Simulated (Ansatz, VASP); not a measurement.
## One calculation of ZnS, two programs

```
CELL_PARAMETERS angstrom
4.00262 0.00000 0.00000
-2.00131 3.46637 0.00000
0.00000 0.00000 5.46958
ATOMIC_POSITIONS crystal
Zn 0.33333 0.66667 0.00520
Zn 0.66667 0.33333 0.50520
S 0.33333 0.66667 0.37980
S 0.66667 0.33333 0.87980
```

Alike in both runs: task single point; functional PBE; k mesh 9 × 9 × 6; occupations gaussian, width 0.05 eV; no spin polarisation.

```csv
,VASP,Ansatz
version,VASP 6.6.1,Ansatz 0.2.0
potentials or method,"VASP PAW PBE potentials, release 64 (Zn, S), cutoff 520 eV","scalar-relativistic, plane waves, PAW"
valence electrons in the cell,36,36
```

Ansatz gave:

- gap on the k mesh at the Fermi level (eV): 1.86
- least direct gap on the mesh (eV): 1.86
- pressure (GPa): 10.5
- traceless stress, the component that is largest in VASP (GPa): 25.42
- rms of the force components (eV/Å): 1.626

Question: What did VASP give for the same quantities?

Answer: gap on the k mesh at the Fermi level (eV): 1.85; least direct gap on the mesh (eV): 1.85; pressure (GPa): 10.7; traceless stress, the component that is largest in VASP (GPa): 25.48; rms of the force components (eV/Å): 1.633.

Atom by atom the forces differ by 0.007 eV/Å (rms over components).
